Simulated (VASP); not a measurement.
# SiC (Moissanite 3C) (F-43m) in VASP: a series of runs, part 2 of 2

VASP 6.6.1. The steps go on from the part before.

## Step 3: Single point, r2SCAN (volume changed by +3%)

POSCAR

```
SiC
1.0
    0.0000000000      2.1996159153      2.1996159153
    2.1996159153      0.0000000000      2.1996159153
    2.1996159153      2.1996159153      0.0000000000
Si C
1 1
Direct
    0.0000000000      0.0000000000      0.0000000000
    0.2500000000      0.2500000000      0.2500000000
```

INCAR.step1

```
SYSTEM = SiC
PREC     = Accurate       ! precision mode
ENCUT    = 660            ! plane-wave cutoff, eV
ISMEAR   = 0              ! smearing method
SIGMA    = 0.01           ! smearing width, eV
LREAL    = .FALSE.        ! projectors in reciprocal space
LASPH    = .TRUE.         ! aspherical terms in the spheres
NELM     = 120            ! most SCF steps
NBANDS   = 11             ! bands
GGA      = PE             ! functional
ALGO     = Normal         ! electronic algorithm
EDIFF    = 1E-5           ! SCF threshold, eV
LWAVE    = .TRUE.         ! write WAVECAR
LCHARG   = .FALSE.        ! write CHGCAR
GGA_COMPAT= .FALSE.
```

INCAR.step2

```
SYSTEM = SiC
PREC     = Accurate       ! precision mode
ENCUT    = 660            ! plane-wave cutoff, eV
EDIFF    = 1E-6           ! SCF threshold, eV
ISMEAR   = 0              ! smearing method
SIGMA    = 0.01           ! smearing width, eV
LREAL    = .FALSE.        ! projectors in reciprocal space
LASPH    = .TRUE.         ! aspherical terms in the spheres
NELM     = 120            ! most SCF steps
ALGO     = Normal         ! electronic algorithm
ISIF     = 2              ! what is computed and relaxed
LWAVE    = .FALSE.        ! write WAVECAR
LCHARG   = .TRUE.         ! write CHGCAR
METAGGA  = R2SCAN         ! meta-GGA
LMIXTAU  = .TRUE.       
LELF     = .TRUE.         ! ELF
LVHAR    = .TRUE.       
NBANDS   = 11             ! bands
ISTART   = 1            
GGA_COMPAT= .FALSE.
```

KPOINTS

```
Automatic mesh
0
G
  8 8 8
  0 0 0
```

Potentials or basis: VASP PAW PBE potentials, release 64 (Si, C).

Launch:

```console
cat potpaw_PBE.64/Si/POTCAR potpaw_PBE.64/C/POTCAR > POTCAR
cp INCAR.step1 INCAR
mpirun -np 1 vasp_std > vasp.out
cp INCAR.step2 INCAR
mpirun -np 1 vasp_std > vasp.out
```

Run time: 37 s. Hardware: 1 thread of Intel Xeon 6975P-C, shared host; peak memory 0.16 GiB.

Results (log left out):

```yaml
Free_energy: -19.3175 eV
Pressure: -6.7 GPa
Band_gap_on_the_k_mesh: 1.74 eV, indirect (least direct gap 5.02 eV)
```

Levels at points of the mesh, in eV from the valence-band top:
| k point | band 2 | band 3 | band 4 | band 5 | band 6 | band 7 |
| --- | --- | --- | --- | --- | --- | --- |
| (0.00, 0.00, 0.00) | 0.00 | 0.00 | 0.00 | 6.48 | 7.64 | 7.64 |
| (0.50, 0.00, 0.00) | -8.66 | -1.10 | -1.10 | 5.72 | 7.63 | 7.63 |
| (0.50, 0.50, 0.00) | -7.96 | -3.28 | -3.28 | 1.74 | 4.71 | 14.78 |

Caveat: the cell differs from its parent crystal (volume changed by +3%); the PAW data sets were made with another functional, which shifts forces and pressure a little.

## Step 4: Single point, r2SCAN (volume changed by +6%)

POSCAR

```
SiC
1.0
    0.0000000000      2.2207673659      2.2207673659
    2.2207673659      0.0000000000      2.2207673659
    2.2207673659      2.2207673659      0.0000000000
Si C
1 1
Direct
    0.0000000000      0.0000000000      0.0000000000
    0.2500000000      0.2500000000      0.2500000000
```

INCAR.step1

```
SYSTEM = SiC
PREC = Accurate ; ENCUT = 660
ISMEAR = 0 ; SIGMA = 0.01
LREAL = .FALSE. ; LASPH = .TRUE.
NELM = 120 ; NBANDS = 11
GGA = PE ; ALGO = Normal
EDIFF = 1E-5 ; LWAVE = .TRUE.
LCHARG = .FALSE. ; GGA_COMPAT = .FALSE.
```

INCAR.step2

```
SYSTEM = SiC
PREC = Accurate ; ENCUT = 660
EDIFF = 1E-6 ; ISMEAR = 0
SIGMA = 0.01 ; LREAL = .FALSE.
LASPH = .TRUE. ; NELM = 120
ALGO = Normal ; ISIF = 2
LWAVE = .FALSE. ; LCHARG = .FALSE.
METAGGA = R2SCAN ; LMIXTAU = .TRUE.
NBANDS = 11 ; ISTART = 1
GGA_COMPAT = .FALSE.
```

KPOINTS

```
regular mesh
0
G
  8 8 8
  0 0 0
```

Launch:

```console
cat potpaw_PBE.64/Si/POTCAR potpaw_PBE.64/C/POTCAR > POTCAR
cp INCAR.step1 INCAR
mpirun -np 1 vasp_std > vasp.out
cp INCAR.step2 INCAR
mpirun -np 1 vasp_std > vasp.out
```

It took 33 s on 1 thread of Intel Xeon 6975P-C, shared host; peak memory 0.16 GiB.

It converged, with:

```
Free energy            : -19.2817 eV
Pressure               : -12.1 GPa
Band gap on the k mesh : 1.76 eV, indirect (least direct gap 4.98 eV)
```

Levels at points of the mesh, in eV from the valence-band top:
```csv
k point,band 1,band 2,band 3,band 4,band 5,band 6,band 7,band 8
"(0.00, 0.00, 0.00)",-15.73,0.00,0.00,0.00,6.12,7.44,7.44,7.44
"(0.50, 0.00, 0.00)",-12.32,-8.51,-1.09,-1.09,5.45,7.50,7.50,10.61
"(0.50, 0.50, 0.00)",-10.91,-7.88,-3.22,-3.22,1.76,4.60,14.43,14.43
```

Caveat: the cell differs from its parent crystal (volume changed by +6%); the PAW data sets were made with another functional, which shifts forces and pressure a little. A k mesh can miss the band edges.

## Step 5: Single point, r2SCAN

This run uses another cell than the first one, of 10.33 Å³/atom, 1.031 times its volume.

POSCAR

```
SiC
1.0
    0.0000000000      2.1780496646      2.1780496646
    2.1780496646      0.0000000000      2.1780496646
    2.1780496646      2.1780496646      0.0000000000
Si C
1 1
Direct
    0.0000000000      0.0000000000      0.0000000000
    0.2500000000      0.2500000000      0.2500000000
```

INCAR.step1

```
  PREC = Accurate
  ENCUT = 660
  ISMEAR = 0
  SIGMA = 0.01
  LREAL = False
  LASPH = True
  NELM = 120
  NBANDS = 11
  GGA = PE
  ALGO = Normal
  EDIFF = 1E-5
  LWAVE = True
  LCHARG = False
  GGA_COMPAT = False
```

INCAR.step2

```
  PREC = Accurate
  ENCUT = 660
  EDIFF = 1E-6
  ISMEAR = 0
  SIGMA = 0.01
  LREAL = False
  LASPH = True
  NELM = 120
  ALGO = Normal
  ISIF = 2
  LWAVE = False
  LCHARG = False
  METAGGA = R2SCAN
  LMIXTAU = True
  NBANDS = 11
  ISTART = 1
  GGA_COMPAT = False
```

KPOINTS

```
regular mesh
0
Gamma
  10 10 10
```

Potentials or basis: VASP PAW PBE potentials, release 64 (Si, C).

Launch:

```console
cat potpaw_PBE.64/Si/POTCAR potpaw_PBE.64/C/POTCAR > POTCAR
cp INCAR.step1 INCAR
mpirun -np 1 vasp_std > vasp.out
cp INCAR.step2 INCAR
mpirun -np 1 vasp_std > vasp.out
```

OUTCAR:

```text
PREC = Accurate
   ENCUT = 660
   EDIFF = 1E-6
   ISMEAR = 0
   LREAL = False
   LASPH = True
   NELM = 120
   ISIF = 2
   METAGGA = R2SCAN
   ISTART = 1

 ion  position               nearest neighbor table
   1  0.000  0.000  0.000-   2 1.89   2 1.89   2 1.89   2 1.89
   2  0.250  0.250  0.250-   1 1.89   1 1.89   1 1.89   1 1.89

  LATTYP: Found a face centered cubic cell.
 ALAT       =     4.3560993292

  Lattice vectors:

 A1 = (   0.0000000000,   2.1780496646,   2.1780496646)
 A2 = (   2.1780496646,   0.0000000000,   2.1780496646)
 A3 = (   2.1780496646,   2.1780496646,   0.0000000000)

Analysis of symmetry for initial positions (statically):
=====================================================================
 Subroutine PRICEL returns:
 Original cell was already a primitive cell.

 Routine SETGRP: Setting up the symmetry group for a
 face centered cubic supercell.

 Subroutine GETGRP returns: Found 24 space group operations
 (whereof 24 operations were pure point group operations)
 out of a pool of 48 trial point group operations.

The static configuration has the point symmetry T_d .

[... 172 lines left out ...]
      3       7.9948      2.00000
      4       7.9948      2.00000
      5      14.8462      0.00000
      6      15.8560      0.00000
      7      15.8560      0.00000
      8      15.8560      0.00000
      9      23.2137      0.00000
     10      23.2137      0.00000
     11      25.7811      0.00000
[... 309 lines left out ...]
 k-point    24 :       0.4000    0.3000    0.0000
  band No.  band energies     occupation
      1      -4.9563      2.00000
      2       2.1585      2.00000
      3       4.7215      2.00000
      4       5.2475      2.00000
      5      11.2951      0.00000
      6      14.1636      0.00000
      7      20.5091      0.00000
      8      20.8122      0.00000
      9      22.8539      0.00000
     10      27.0950      0.00000
     11      30.5117      0.00000

 [... further k-points ...]

------------------------ aborting loop because EDIFF is reached ----------------------------------------

  FORCE on cell =-STRESS in cart. coord.  units (eV):
  Direction    XX          YY          ZZ          XY          YZ          ZX
  --------------------------------------------------------------------------------------
  -------------------------------------------------------------------------------------
  Total       -0.0457742     -0.0457742     -0.0457742     -0.0000000      0.0000000      0.0000000
  in kB       -3.5489370     -3.5489370     -3.5489370     -0.0000000      0.0000000      0.0000000
  external PRESSURE =      -3.5489370 kB  Pullay stress =       0.0000000 kB

 VOLUME and BASIS-vectors are now :
 -----------------------------------------------------------------------------
  energy-cutoff  :      660.00
  volume of cell :       20.66
      direct lattice vectors                 reciprocal lattice vectors
     0.000000000  2.178049665  2.178049665    -0.229563177  0.229563177  0.229563177
     2.178049665  0.000000000  2.178049665     0.229563177 -0.229563177  0.229563177
     2.178049665  2.178049665  0.000000000     0.229563177  0.229563177 -0.229563177

 POSITION                                       TOTAL-FORCE (eV/Angst)
 -----------------------------------------------------------------------------------
      0.00000      0.00000      0.00000         0.000000      0.000000      0.000000
      1.08902      1.08902      1.08902        -0.000000     -0.000000     -0.000000
 -----------------------------------------------------------------------------------
    total drift:                               -0.000000     -0.000000     -0.000000

  FREE ENERGIE OF THE ION-ELECTRON SYSTEM (eV)
  ---------------------------------------------------
  free  energy   TOTEN  =       -19.3315179354 eV

  energy  without entropy=      -19.3315179354  energy(sigma->0) =      -19.33151794
```

Wall time 44 s (1 thread of Intel Xeon 6975P-C, shared host); peak memory 0.16 GiB.

What came out:

| Quantity | Value |
| --- | --- |
| Free energy | -19.3315 eV |
| Pressure | -0.4 GPa |
| Band gap on the k mesh | 1.73 eV, indirect (least direct gap 5.06 eV) |

Caveat: the PAW data sets were made with another functional, which shifts forces and pressure a little.

## Step 6: The runs side by side

| cell | k mesh | gap on the mesh (eV) | pressure (GPa) |
| --- | --- | --- | --- |
| a = 3.049 Å, angles 60.0°, 2 atoms | 8 × 8 × 8 | 1.71 | 7.0 |
| a = 3.111 Å, angles 60.0°, 2 atoms | 8 × 8 × 8 | 1.74 | -6.7 |
| a = 3.141 Å, angles 60.0°, 2 atoms | 8 × 8 × 8 | 1.76 | -12.1 |
| a = 3.080 Å, angles 60.0°, 2 atoms | 10 × 10 × 10 | 1.73 | -0.4 |

Alike in all rows: task single point; level r2SCAN; potentials or basis VASP PAW PBE potentials, release 64 (Si, C); no spin polarisation; cutoff (eV) 660; smearing gaussian 0.01 eV.

Caveats: the PAW data sets were made with another functional, which shifts forces and pressure a little.

Total energies depend on the potentials used, so only differences within one code and one set of settings carry meaning.

## Step 7: Against experiment

Step 5. Measured gap of SiC: 2.4 eV (indirect; quoted in “Insight into the structural, elastic and electronic properties of a new orthorhombic 6O-SiC polytype”, 2020, pmc:7200658). This calculation gives 1.73 eV (-0.67 eV). The value is that of r2SCAN on a finite k mesh, which can miss the band edges, without temperature or zero-point motion.
